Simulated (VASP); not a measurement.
Here is a VASP 6.6.1 calculation.

The input POSCAR:

```
CdSiN2
1.0
    3.0893485009      0.0000000000      0.0000000000
    0.0000000000      3.0893485009      0.0000000000
    0.0000000000      0.0000000000     10.3158758027
Cd N Si
2 4 2
Direct
    0.5000000000      0.0000000000      0.8616232094
    0.0000000000      0.5000000000      0.1383767906
    0.5000000000      0.5000000000      0.0000000000
    0.0000000000      0.0000000000      0.3247102099
    0.5000000000      0.5000000000      0.5000000000
    0.0000000000      0.0000000000      0.6752897901
    0.5000000000      0.0000000000      0.3956755403
    0.0000000000      0.5000000000      0.6043244597
```

INCAR.step1

```
SYSTEM = CdSiN2
ALGO     = Normal         ! electronic algorithm
EDIFF    = 1E-5           ! SCF threshold, eV
ENCUT    = 770            ! plane-wave cutoff, eV
GGA      = PE             ! functional
GGA_COMPAT= .False.      
ISMEAR   = -1             ! smearing method
LASPH    = .True.         ! aspherical terms in the spheres
LCHARG   = .False.        ! write CHGCAR
LREAL    = .False.        ! projectors in reciprocal space
LWAVE    = .True.         ! write WAVECAR
NBANDS   = 44             ! bands
NELM     = 120            ! most SCF steps
PREC     = Accurate       ! precision mode
SIGMA    = 0.02           ! smearing width, eV
```

INCAR.step2

```
SYSTEM = CdSiN2
ALGO     = Normal         ! electronic algorithm
EDIFF    = 1E-6           ! SCF threshold, eV
ENCUT    = 770            ! plane-wave cutoff, eV
GGA_COMPAT= .False.      
ISIF     = 2              ! what is computed and relaxed
ISMEAR   = -1             ! smearing method
ISTART   = 1            
LASPH    = .True.         ! aspherical terms in the spheres
LCHARG   = .True.         ! write CHGCAR
LELF     = .True.         ! ELF
LMIXTAU  = .True.       
LREAL    = .False.        ! projectors in reciprocal space
LVHAR    = .True.       
LWAVE    = .False.        ! write WAVECAR
METAGGA  = R2SCAN         ! meta-GGA
NBANDS   = 44             ! bands
NELM     = 120            ! most SCF steps
PREC     = Accurate       ! precision mode
SIGMA    = 0.02           ! smearing width, eV
```

The input KPOINTS:

```
k-points
0
Gamma
  8 8 2
  0 0 0
```

Potentials or basis: VASP PAW PBE potentials, release 64 (Cd_sv_GW, N, Si).

Run with:

```bash
$ cat potpaw_PBE.64/Cd_sv_GW/POTCAR potpaw_PBE.64/N/POTCAR potpaw_PBE.64/Si/POTCAR > POTCAR
$ cp INCAR.step1 INCAR
$ mpirun -np 1 vasp_std > vasp.out
$ cp INCAR.step2 INCAR
$ mpirun -np 1 vasp_std > vasp.out
```

Q: What does it give for the band gap on the k mesh?

A: Zero (bands 34 and 35 overlap by 0.42 eV).

Q: Estimate the pressure.

A: -0.1 GPa.

Q: Estimate the largest force.

A: 0.018 eV/Å.

Forces in eV/Å, atoms in the order of the input:
```
Cd   0.000  0.000  0.001
Cd   0.000  0.000 -0.001
N    0.000  0.000  0.000
N    0.000  0.000 -0.001
N    0.000  0.000  0.000
N    0.000  0.000  0.001
Si   0.000  0.000 -0.018
Si   0.000  0.000  0.018
```

Caveat: semilocal functionals underestimate gaps, and a narrow one can read as zero; the PAW data sets were made with another functional, which shifts forces and pressure a little.
